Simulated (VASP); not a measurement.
# Ti4C in VASP: a series of runs

The runs below take Ti4C through relaxation of the atoms, single point, with PBE.

Program: VASP 6.6.1. These are calculated values, not measurements. Logs are shortened: lines on timing, memory, paths and dates and some standing lists are left out, and cuts for length are marked.

### 1 The cell of the first run

The cell holds a slab with vacuum, 5 atoms: a = 3.256 Å, b = 3.256 Å, c = 20.180 Å, α = 90.00°, β = 90.00°, γ = 90.00°.

### 2 Relaxation of the atoms, PBE

Contents of INCAR:

```
SYSTEM = Ti4C
ALGO = Normal
DIPOL = 0.5 0.5 0.345
EDIFF = 1E-7
EDIFFG = -0.025
ENCUT = 520
GGA = PE
GGA_COMPAT = .FALSE.
IBRION = 2
IDIPOL = 3
ISIF = 2
ISMEAR = 0
KPAR = 4
LASPH = .TRUE.
LCHARG = .FALSE.
LDIPOL = .TRUE.
LREAL = .FALSE.
LWAVE = .FALSE.
NELM = 120
NELMDL = -8
NELMIN = 4
NSW = 36
PREC = Accurate
SIGMA = 0.1
```

Contents of KPOINTS:

```
k-points
0
G
  8 8 1
  0 0 0
```

Contents of POSCAR:

```
Ti4C
1.0
    3.2555055347      0.0000000000      0.0000000000
    0.0000000000      3.2555055347      0.0000000000
    0.0000000000      0.0000000000     20.1798089631
Ti C
4 1
Selective dynamics
Direct
    0.5000000000      0.5000000000      0.1982179320  F F F
    0.0000000000      0.0000000000      0.2788803788  F F F
    0.5000000000      0.5000000000      0.3551905195  F F F
    0.0000000000      0.0000000000      0.4301234456  F F F
    0.3750000000      0.5000000000      0.4648115837  F F T
```

Potentials or basis: VASP PAW PBE potentials, release 64 (Ti_sv, C).

Started as:

```bash
> cat potpaw_PBE.64/Ti_sv/POTCAR potpaw_PBE.64/C/POTCAR > POTCAR
> mpirun -np 4 vasp_std > vasp.out
```

OUTCAR:

```text
SYSTEM = Ti4C
   EDIFF = 1E-7
   EDIFFG = -0.025
   ENCUT = 520
   GGA = PE
   IBRION = 2
   ISIF = 2
   ISMEAR = 0
   LASPH = .TRUE.
   LREAL = .FALSE.
   NELM = 120
   NELMDL = -8
   NELMIN = 4
   NSW = 36
   PREC = Accurate

 ion  position               nearest neighbor table
   1  0.500  0.500  0.198-   2 2.82   2 2.82   2 2.82   2 2.82
   2  0.000  0.000  0.279-   3 2.77   3 2.77   3 2.77   3 2.77   1 2.82   1 2.82   1 2.82   1 2.82

   3  0.500  0.500  0.355-   5 2.25   4 2.75   4 2.75   4 2.75   4 2.75   2 2.77   2 2.77   2 2.77
                             2 2.77
   4  0.000  0.000  0.430-   5 2.15   5 2.15   3 2.75   3 2.75   3 2.75   3 2.75
   5  0.375  0.500  0.465-   4 2.15   4 2.15   3 2.25

  LATTYP: Found a simple tetragonal cell.
 ALAT       =     3.2555055347
 C/A-ratio  =     6.1986713732

  Lattice vectors:

 A1 = (   3.2555055347,   0.0000000000,   0.0000000000)
 A2 = (   0.0000000000,   3.2555055347,   0.0000000000)
 A3 = (   0.0000000000,   0.0000000000,  20.1798089631)

Analysis of symmetry for initial positions (statically):
=====================================================================
 Subroutine PRICEL returns:
 Original cell was already a primitive cell.

 Routine SETGRP: Setting up the symmetry group for a
 simple tetragonal supercell.

 Subroutine GETGRP returns: Found  2 space group operations
 (whereof  2 operations were pure point group operations)
 out of a pool of 16 trial point group operations.

The static configuration has the point symmetry C_1h.

Analysis of symmetry for dynamics (positions and initial velocities):
=====================================================================
 Subroutine PRICEL returns:
 Original cell was already a primitive cell.

 Routine SETGRP: Setting up the symmetry group for a
 simple tetragonal supercell.

 Subroutine GETGRP returns: Found  2 space group operations
 (whereof  2 operations were pure point group operations)
 out of a pool of 16 trial point group operations.

The dynamic configuration has the point symmetry C_1h.

Analysis of constrained symmetry for selective dynamics:
=====================================================================
 Subroutine PRICEL returns:
 Original cell was already a primitive cell.

 Routine SETGRP: Setting up the symmetry group for a
 simple tetragonal supercell.

 Subroutine GETGRP returns: Found  2 space group operations
 (whereof  2 operations were pure point group operations)
 out of a pool of 16 trial point group operations.

The constrained configuration has the point symmetry C_1h.

 Subroutine INISYM returns: Found  2 space group operations
 (whereof  2 operations are pure point group operations),
 and found     1 'primitive' translations

----------------------------------------------------------------------------------------

                                     Primitive cell

  volume of cell :     213.8720

  direct lattice vectors                    reciprocal lattice vectors
     3.255505535  0.000000000  0.000000000     0.307171955  0.000000000  0.000000000
     0.000000000  3.255505535  0.000000000     0.000000000  0.307171955  0.000000000
     0.000000000  0.000000000 20.179808963     0.000000000  0.000000000  0.049554483

  length of vectors
     3.255505535  3.255505535 20.179808963     0.307171955  0.307171955  0.049554483

  position of ions in fractional coordinates (direct lattice)
     0.500000000  0.500000000  0.198217932
     0.000000000  0.000000000  0.278880379
     0.500000000  0.500000000  0.355190519
     0.000000000  0.000000000  0.430123446
     0.375000000  0.500000000  0.464811584

  ion indices of the primitive-cell ions
   primitive index   ion index
                 1           1
                 2           2
                 3           3
                 4           4
[... 53 lines left out ...]
 -0.375000  0.500000  0.000000      2.000000
   k-points           NKPTS =     25   k-points in BZ     NKDIM =     25   number of bands    NBANDS=     31
   number of dos      NEDOS =    301   number of ions     NIONS =      5
   total plane-waves  NPLWV =  86400
   dimension x,y,z NGX =    24 NGY =   24 NGZ =  150
   dimension x,y,z NGXF=    48 NGYF=   48 NGZF=  300
   ions per type =               4   1
   NGX,Y,Z   is equivalent  to a cutoff of  12.26, 12.26, 12.36 a.u.
   NGXF,Y,Z  is equivalent  to a cutoff of  24.51, 24.51, 24.71 a.u.
 SYSTEM =  Ti4C
   PREC   = accura    normal or accurate (medium, high low for compatibility)
   ISTART =      0    job   : 0-new  1-cont  2-samecut
   ICHARG =      2    charge: 1-file 2-atom 10-const
   ISPIN  =      1    spin polarized calculation?
   LNONCOLLINEAR =      F non collinear calculations
   LSORBIT =      F    spin-orbit coupling
   LASPH  =      T    aspherical Exc in radial PAW
   ENCUT  =  520.0 eV  38.22 Ry    6.18 a.u.   6.05  6.05 37.52*2*pi/ulx,y,z
   NELM   =    120;   NELMIN=  4; NELMDL= -8     # of ELM steps
   EDIFF  = 0.1E-06   stopping-criterion for ELM
   LREAL  =      F    real-space projection
   EDIFFG = -.3E-01   stopping-criterion for IOM
   NSW    =     36    number of steps for IOM
   IBRION =      2    ionic relax: 0-MD 1-quasi-New 2-CG
   NFREE  =      1    steps in history (QN), initial steepest desc. (CG)
   ISIF   =      2    stress and relaxation
   ISYM   =      2    0-nonsym 1-usesym 2-fastsym
   POTIM  = 0.5000    time-step for ionic-motion
   TEBEG  =    0.0;   TEEND  =   0.0 temperature during run
   PSTRESS=    0.0 pullay stress
   NELECT =      52.0000    total number of electrons
   NUPDOWN=      -1.0000    fix difference up-down
   EMIN   =  10.00;   EMAX   =-10.00  energy-range for DOS
   EFERMI =   0.00;   METHOD = LEGACY
   ISMEAR =     0;   SIGMA  =   0.10  broadening in eV -4-tet -1-fermi 0-gaus
   EFERMI_NEDOS =   21; number of points for ismear=-14 and -15
   IALGO  =     38    algorithm
   IMIX   =      4    mixing-type and parameters
     AMIX     =   0.40;   BMIX     =  1.00
     AMIX_MAG =   1.60;   BMIX_MAG =  1.00
  volume/ion in A,a.u.               =      42.77       288.66
  Fermi-wavevector in a.u.,A,eV,Ry     =   1.021781  1.930887 14.204987  1.044037
  Thomas-Fermi vector in A             =   2.155425
   LORBIT       =      0    0 simple, 1 ext, 2 COOP (PROOUT), +10 PAW based schemes
   GGA     = PE    functional components
   LHFCALC =     F    Hartree Fock is set to
   AEXX    =    0.0000 exact exchange contribution
   IVDW    =     0    specifies the selected vdW correction
   LEPSILON=     F    determine dielectric tensor
   LRPA    =     F    only Hartree local field effects (RPA)
 conjugate gradient relaxation of ions
 non-spin polarized calculation
 Gauss-broadening in eV      SIGMA  =   0.10
  energy-cutoff  :      520.00
  volume of cell :      213.87
 maximum number of plane-waves:      5810
   NGX = 13   NGY = 13   NGZ = 75

 dipolmoment           0.000000      0.000000     -0.031868 electrons x Angstroem

--------------------------------------- Ionic step        1  -------------------------------------------

 number of electron      52.0000023 magnetization

 Free energy of the ion-electron system (eV)
  ---------------------------------------------------
  ext. energy  EPLUGINS =         0.00000000
  ---------------------------------------------------
  free energy    TOTEN  =       -37.77136537 eV

  energy without entropy =      -37.73980077  energy(sigma->0) =      -37.75558307

 E-fermi :  -0.1274     XC(G=0):  -5.0079

 val. band max:       -0.1390475408   @ k =   0.1250   0.0000   0.0000
 cond. band min:      -0.1236191240   @ k =  -0.1250   0.2500   0.0000
 fundamental gap:      0.0154284168
 Fermi energy:        -0.1274377890

 k-point     1 :       0.0000    0.0000    0.0000
  band No.  band energies     occupation
      1     -57.1355      2.00000
      2     -56.7522      2.00000
      3     -56.4465      2.00000
      4     -56.3125      2.00000
      5     -33.4798      2.00000
      6     -33.3051      2.00000
[... 805 lines left out ...]
     30       1.2198      0.00000
     31       1.6294      0.00000

 [... further k-points ...]

------------------------ aborting loop because EDIFF is reached ----------------------------------------

  FORCE on cell =-STRESS in cart. coord.  units (eV):
  Direction    XX          YY          ZZ          XY          YZ          ZX
  --------------------------------------------------------------------------------------
  -------------------------------------------------------------------------------------
  Total       -4.0534843     -3.7938630     -2.6524364      0.0000000      0.0000000      0.1673511
  in kB      -30.3658299    -28.4209306    -19.8701721      0.0000000      0.0000000      1.2536756
  external PRESSURE =     -26.2189775 kB  Pullay stress =       0.0000000 kB
[... 98 lines left out ...]
  FREE ENERGIE OF THE ION-ELECTRON SYSTEM (eV)
  ---------------------------------------------------
  free  energy   TOTEN  =       -38.4614081639 eV

  energy  without entropy=      -38.4284555829  energy(sigma->0) =      -38.44493187

[... ionic steps 4 to 12 ...]

--------------------------------------- Ionic step       13  -------------------------------------------

 number of electron      52.0000023 magnetization

------------------------ aborting loop because EDIFF is reached ----------------------------------------
[... 73 lines left out ...]
--------------------------------------- Ionic step       15  -------------------------------------------

 number of electron      52.0000023 magnetization

 dipolmoment           0.000000      0.000000      0.104884 electrons x Angstroem

 Free energy of the ion-electron system (eV)
  ---------------------------------------------------
  ext. energy  EPLUGINS =         0.00000000
  ---------------------------------------------------
  free energy    TOTEN  =       -38.46180392 eV

  energy without entropy =      -38.42889857  energy(sigma->0) =      -38.44535124

 E-fermi :   0.2244     XC(G=0):  -4.9441

 val. band max:        0.2203384636   @ k =  -0.2500   0.5000   0.0000
 cond. band min:       0.2304162968   @ k =  -0.1250   0.2500   0.0000
 fundamental gap:      0.0100778332
 Fermi energy:         0.2244257047

 k-point     1 :       0.0000    0.0000    0.0000
  band No.  band energies     occupation
      1     -56.7700      2.00000
      2     -56.6108      2.00000
      3     -56.0610      2.00000
      4     -55.8765      2.00000
      5     -33.1177      2.00000
      6     -32.9446      2.00000
[... 805 lines left out ...]
     30       1.6184      0.00000
     31       1.9733      0.00000

 [... further k-points ...]

------------------------ aborting loop because EDIFF is reached ----------------------------------------

 vacuum level on the upper side and lower side of the slab       (xc-potential included)         0.801        -1.002

  FORCE on cell =-STRESS in cart. coord.  units (eV):
  Direction    XX          YY          ZZ          XY          YZ          ZX
  --------------------------------------------------------------------------------------
  -------------------------------------------------------------------------------------
  Total       -2.5362804     -2.4593082      3.6509000      0.0000000      0.0000000     -0.3344742
  in kB      -19.0000144    -18.4233929     27.3499534      0.0000000      0.0000000     -2.5056432
  external PRESSURE =      -3.3578179 kB  Pullay stress =       0.0000000 kB
[... 20 lines left out ...]
  FREE ENERGIE OF THE ION-ELECTRON SYSTEM (eV)
  ---------------------------------------------------
  free  energy   TOTEN  =       -38.4618039177 eV

  energy  without entropy=      -38.4288985682  energy(sigma->0) =      -38.44535124

 reached required accuracy - stopping structural energy minimisation

 vacuum level on the upper side and lower side of the slab         5.118         3.268
```

It took 7.4 min on 4 MPI ranks of Intel Xeon Platinum 8488C (Sapphire Rapids), shared host; peak memory 0.37 GiB.

What came out:

```yaml
Free_energy: -38.4618 eV
Energy_gained_by_relaxing: 138.1 meV/atom
Ionic_steps: 15
Band_gap_on_the_k_mesh: zero (bands 26 and 27 overlap by 0.53 eV)
```

The path:
| step | energy change (eV) | largest force on free atoms (eV/Å) | pressure (GPa) |
| --- | --- | --- | --- |
| 1 | 0.0000 | 3.6356 | -2.62 |
| 2 | -0.5197 | 2.1334 | -1.60 |
| 3 | -0.6900 | 0.1215 | -0.25 |
| 4 | -0.6904 | 0.0276 | -0.34 |
| 5 | -0.6904 | 0.0274 | -0.34 |
| 6 | -0.6904 | 0.0267 | -0.34 |
| 7 | -0.6904 | 0.0267 | -0.34 |
| 8 | -0.6904 | 0.0268 | -0.34 |
| 9 | -0.6904 | 0.0267 | -0.34 |
| 10 | -0.6904 | 0.0267 | -0.34 |
| 11 | -0.6904 | 0.0266 | -0.34 |
| 12 | -0.6904 | 0.0265 | -0.34 |
| 13 | -0.6904 | 0.0263 | -0.34 |
| 14 | -0.6904 | 0.0257 | -0.34 |
| 15 | -0.6904 | 0.0248 | -0.34 |

Final structure:
```yaml
crystal:
  lattice:
    - [3.25551, 0.00000, 0.00000]
    - [0.00000, 3.25551, 0.00000]
    - [0.00000, 0.00000, 20.17981]
  atoms:
    - { symbol: Ti, position: [0.50000, 0.50000, 0.19822] }
    - { symbol: Ti, position: [0.00000, 0.00000, 0.27888] }
    - { symbol: Ti, position: [0.50000, 0.50000, 0.35519] }
    - { symbol: Ti, position: [0.00000, 0.00000, 0.43012] }
    - { symbol: C, position: [0.37500, 0.50000, 0.44878] }
```

### 3 Single point, PBE

Contents of INCAR:

```
PREC = Accurate
ENCUT = 520
EDIFF = 1E-7
ISMEAR = 0
SIGMA = 0.1
LREAL = False
LASPH = True
NELM = 60
ALGO = Normal
ISIF = 2
LWAVE = False
LCHARG = True
LDIPOL = True
IDIPOL = 3
DIPOL = 0.5 0.5 0.354
GGA = PE
LELF = True
LVHAR = True
LVACPOTAV = True
NBANDS = 34
```

Contents of KPOINTS:

```
regular mesh
0
Gamma
  8 8 1
```

Contents of POSCAR:

```
Ti4C
1.0
    3.2555055347      0.0000000000      0.0000000000
    0.0000000000      3.2555055347      0.0000000000
    0.0000000000      0.0000000000     20.1798089631
Ti C
4 1
Direct
    0.5000000000      0.5000000000      0.1982179320
    0.0000000000      0.0000000000      0.2788803788
    0.5000000000      0.5000000000      0.3551905195
    0.0000000000      0.0000000000      0.4301234456
    0.0000000000      0.2500000000      0.5095889556
```

Potentials or basis: VASP PAW PBE potentials, release 64 (Ti_sv, C).

Started as:

```bash
> cat potpaw_PBE.64/Ti_sv/POTCAR potpaw_PBE.64/C/POTCAR > POTCAR
> mpirun -np 1 vasp_std > vasp.out
```

It took 4 min on 1 thread of AMD EPYC 9R45 (Zen 5), shared host; peak memory 0.33 GiB.

It converged, with:

* Free energy: -33.8473 eV
* Largest force: 2.279 eV/Å
* Band gap on the k mesh: zero (bands 26 and 27 overlap by 0.69 eV)

Forces on the atoms (eV/Å):
```
Ti   0.000 -0.073  0.548
Ti   0.000  0.129 -0.306
Ti   0.000  0.212 -0.757
Ti   0.000 -2.235  0.448
C    0.000  1.967  0.068
```

Levels at points of the mesh, in eV from the Fermi level:
| k point | band 22 | band 23 | band 24 | band 25 | band 26 | band 27 | band 28 | band 29 | band 30 | band 31 |
| --- | --- | --- | --- | --- | --- | --- | --- | --- | --- | --- |
| (0.00, 0.00, 0.00) | -1.75 | -0.87 | -0.25 | 0.22 | 0.45 | 0.69 | 0.93 | 0.94 | 1.12 | 1.28 |
| (0.50, 0.00, 0.00) | -1.63 | -0.52 | -0.32 | -0.13 | 0.07 | 0.12 | 0.59 | 1.05 | 1.13 | 1.42 |
| (0.00, 0.50, 0.00) | -1.18 | -0.43 | -0.27 | -0.16 | -0.13 | 0.17 | 0.56 | 0.95 | 1.15 | 1.26 |
| (0.50, 0.50, 0.00) | -0.70 | -0.62 | -0.56 | -0.38 | -0.38 | -0.07 | -0.07 | 0.73 | 0.89 | 1.95 |

### 4 Single point, PBE

Contents of INCAR:

```
PREC = Accurate
ENCUT = 520
EDIFF = 1E-6
ISMEAR = 0
SIGMA = 0.1
LREAL = F
LASPH = T
NELM = 80
ALGO = Normal
ISIF = 2
LWAVE = F
LCHARG = F
LDIPOL = T
IDIPOL = 3
DIPOL = 0.5 0.5 0.342
GGA = PE
NBANDS = 34
```

Contents of KPOINTS:

```
Automatic mesh
0
Gamma
  8 8 1
```

Edit POSCAR of step 3 so:

```diff
@@ -12,2 +12,2 @@
     0.0000000000      0.0000000000      0.4301234456
-    0.0000000000      0.2500000000      0.5095889556
+    0.2500000000      0.5000000000      0.4485751147
```

Started as:

```bash
> cat potpaw_PBE.64/Ti_sv/POTCAR potpaw_PBE.64/C/POTCAR > POTCAR
> mpirun -np 1 vasp_std > vasp.out
```

Run time: 3.8 min. Hardware: 1 thread of AMD EPYC 9R45 (Zen 5), shared host; peak memory 0.33 GiB.

The run converged. Its results:

* Free energy: -37.8306 eV
* Largest force: 3.478 eV/Å
* Band gap on the k mesh: zero (bands 26 and 27 overlap by 0.53 eV)

Forces in eV/Å, atoms in the order of the input:
```
Ti  -0.073  0.000  0.395
Ti   0.063  0.000 -0.794
Ti   0.267  0.000 -0.979
Ti  -3.203  0.000  1.356
C    2.946  0.000  0.022
```

Levels at points of the mesh, in eV from the Fermi level:
```csv
k point,band 22,band 23,band 24,band 25,band 26,band 27,band 28,band 29,band 30,band 31
"(0.00, 0.00, 0.00)",-1.78,-1.68,-1.40,0.16,0.22,0.97,1.00,1.00,1.03,1.26
"(0.50, 0.00, 0.00)",-1.82,-1.10,-0.43,-0.18,0.11,0.16,0.37,0.85,1.23,1.85
"(0.00, 0.50, 0.00)",-1.04,-0.45,-0.40,-0.16,0.10,0.24,0.53,0.80,0.97,1.25
"(0.50, 0.50, 0.00)",-1.42,-0.82,-0.61,-0.50,-0.25,-0.05,0.02,1.98,2.01,2.03
```

(Continued in part 2 of 2.)
